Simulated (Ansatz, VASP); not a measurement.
## Ag2As: VASP beside Ansatz

The input INCAR:

```
PREC = Accurate ; ENCUT = 520
EDIFF = 1E-6 ; ISMEAR = -1
SIGMA = 0.05 ; LREAL = F
LASPH = T ; NELM = 60
ALGO = Normal ; ISIF = 2
LWAVE = F ; LCHARG = F
GGA = PE ; NBANDS = 20
```

KPOINTS

```
Automatic mesh
0
Gamma
  13 13 13
```

File POSCAR:

```
Ag2As
1.0
    1.4661165822     -0.8464628034      6.6683363829
    0.0000000000      1.6929256068      6.6683363829
   -1.4661165822     -0.8464628034      6.6683363829
As Ag
1 2
Direct
    0.0000000000      0.0000000000      0.0000000000
    0.2227306388      0.2227306388      0.2227306388
    0.7772693612      0.7772693612      0.7772693612
```

Input for Ansatz:

```yaml
crystal:
  lattice:
    - [1.4661165822, -0.8464628034, 6.6683363829]
    - [0.0, 1.6929256068, 6.6683363829]
    - [-1.4661165822, -0.8464628034, 6.6683363829]
  atoms:
    - { symbol: As, position: [0.0, 0.0, 0.0] }
    - { symbol: Ag, position: [0.2227306388, 0.2227306388, 0.2227306388] }
    - { symbol: Ag, position: [0.7772693612, 0.7772693612, 0.7772693612] }
kpoints:
  mp_grid: { grid: [13, 13, 13] }
  band_path:
    path:
      - [0.0, 0.0, 0.0]
      - [0.5, 0.5, 0.5]
      - [0.8225912257, 0.1774087743, 0.5]
      - [0.5, -0.1774087743, 0.1774087743]
      - [0.5, 0.0, 0.0]
      - [0.0, 0.0, 0.0]
      - [0.3387043871, -0.3387043871, 0.0]
      - [0.6612956129, 0.0, 0.3387043871]
      - [0.5, 0.0, 0.5]
    npoints: 8
scf:
  occupations: { method: fermi_dirac, width: 0.05 }
hamiltonian:
  xc: pbe
  pseudopotentials: { kind: all_electron, lapw: { basis_error: 0.0005 } }
output:
  forces: true
  stress: true
  eigenvalues: true
  populations: true
```

Change from the starting cell: volume scaled by 0.9, LAPW.

Alike in both runs: task single point; functional PBE; k mesh 13 × 13 × 13; occupations fermi-dirac, width 0.05 eV; no spin polarisation.

|  | VASP | Ansatz |
| --- | --- | --- |
| version | VASP 6.6.1 | Ansatz 0.2.0 |
| potentials or method | VASP PAW PBE potentials, release 64 (As, Ag), cutoff 520 eV | all-electron LAPW, scalar-relativistic |

VASP gave:

| Item | Value |
| --- | --- |
| pressure (GPa) | 11.8 |
| rms of the force components (eV/Å) | 0.007 |

Q: What did Ansatz give for the same quantities?

A: Pressure (GPa): 11.8; rms of the force components (eV/Å): 0.001.

Atom by atom the forces differ by 0.006 eV/Å (rms over components). Ansatz ran all-electron here, and VASP with PAW potentials.
